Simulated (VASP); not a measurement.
Here is a VASP 6.6.1 calculation.

INCAR

```
SYSTEM = Ti
ALGO = Normal
EDIFF = 1E-7
ENCUT = 520
ISIF = 2
ISMEAR = -1
LASPH = .TRUE.
LCHARG = .FALSE.
LREAL = .FALSE.
LWAVE = .FALSE.
NBANDS = 19
NELM = 60
PREC = Accurate
SIGMA = 0.05
```

The input KPOINTS:

```
k-points
0
G
  15 15 8
  0 0 0
```

The input POSCAR:

```
Ti
1.0
    2.6367443243      0.0000000000      0.0000000000
   -1.3183721621      2.2834875681      0.0000000000
    0.0000000000      0.0000000000      4.2805482850
Ti
2
Direct
    0.3333333333      0.6666666667      0.2500000000
    0.6666666667      0.3333333333      0.7500000000
```

Potentials or basis: VASP PAW LDA potentials, release 64 (Ti_sv).

Run with:

```bash
$ cat potpaw_LDA.64/Ti_sv/POTCAR > POTCAR
$ mpirun -np 1 vasp_std > vasp.out
```

**Question.** Estimate the pressure.

**Answer.** 39.7 GPa.

**Question.** Estimate the band gap on the k mesh.

**Answer.** Zero (bands 12 and 13 overlap by 1.40 eV).

Stress tensor (GPa, compression positive):
```
39.65  0.00  0.00
 0.00 39.65  0.00
 0.00  0.00 39.84
```

Caveat: the cell stands under pressure.
